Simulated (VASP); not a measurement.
Here is a VASP 6.6.1 calculation.

File INCAR:

```
SYSTEM = WAu
PREC = Accurate
ENCUT = 520
EDIFF = 1E-6
ISMEAR = 0
SIGMA = 0.017
LREAL = .FALSE.
LASPH = .TRUE.
NELM = 60
ALGO = Normal
ISIF = 2
LWAVE = .FALSE.
LCHARG = .FALSE.
GGA = PE
NBANDS = 20
```

The input KPOINTS:

```
Automatic mesh
0
G
  8 8 8
  0 0 0
```

File POSCAR:

```
WAu
1.0
    0.0000000000      2.7479792600      2.7479792600
    2.7479792600      0.0000000000      2.7479792600
    2.7479792600      2.7479792600      0.0000000000
W Au
1 1
Direct
    0.0000000000      0.0000000000      0.0000000000
    0.7500000000      0.7500000000      0.7500000000
```

Potentials or basis: VASP PAW PBE potentials, release 64 (W_sv, Au).

The run is started by

```bash
$ cat potpaw_PBE.64/W_sv/POTCAR potpaw_PBE.64/Au/POTCAR > POTCAR
$ mpirun -np 1 vasp_std > vasp.out
```

Task: Predict the pressure.

Result: 33.1 GPa.
